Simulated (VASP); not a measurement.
**Ag: single point with PBE0**

Crystal: Ag.

```xyz
1
Lattice="-1.6445 1.6445 1.6445 1.6445 -1.6445 1.6445 1.6445 1.6445 -1.6445" Properties=species:S:1:pos:R:3 pbc="T T T"
Ag    0.0000    0.0000    0.0000
```

This isn't the form of Ag at room conditions, which is fcc.

* Program: VASP 6.6.1
* Task: single point
* Functional: PBE0
* Potentials or basis: VASP PAW PBE potentials, release 64 (Ag)
* Cutoff: 520 eV
* k mesh: 6 × 6 × 6
* Occupations: fermi-dirac, width 0.05 eV
* Spin: no spin polarisation

```
Pressure               : 0.3 GPa
Band gap on the k mesh : zero (an odd number of electrons rules out a gap without spin polarisation)
```

Levels at points of the mesh, in eV from the Fermi level:
| k point | band 1 | band 2 | band 3 | band 4 | band 5 | band 6 | band 7 | band 8 | band 9 | band 10 |
| --- | --- | --- | --- | --- | --- | --- | --- | --- | --- | --- |
| (0.00, 0.00, 0.00) | -9.00 | -6.76 | -6.76 | -6.76 | -5.47 | -5.47 | 18.96 | 18.96 | 18.96 | 25.23 |
| (0.50, 0.00, 0.00) | -8.14 | -7.53 | -5.49 | -5.31 | -4.35 | -0.46 | 4.65 | 14.26 | 15.47 | 20.79 |
| (0.50, 0.50, 0.50) | -8.19 | -8.19 | -4.61 | -4.61 | -4.61 | 7.72 | 7.72 | 7.72 | 13.84 | 14.18 |

It took 8.3 min on 1 thread of Intel(R) Xeon(R) Platinum 8259CL CPU @ 2.50GHz (Skylake/Cascade Lake) (shared host), peak memory 0.15 GiB.

Caveat: the k points lie up to 0.45 Å⁻¹ apart, too coarse for converged energies and pressures of a metal; the PAW data sets were made with another functional, which shifts forces and pressure a little.
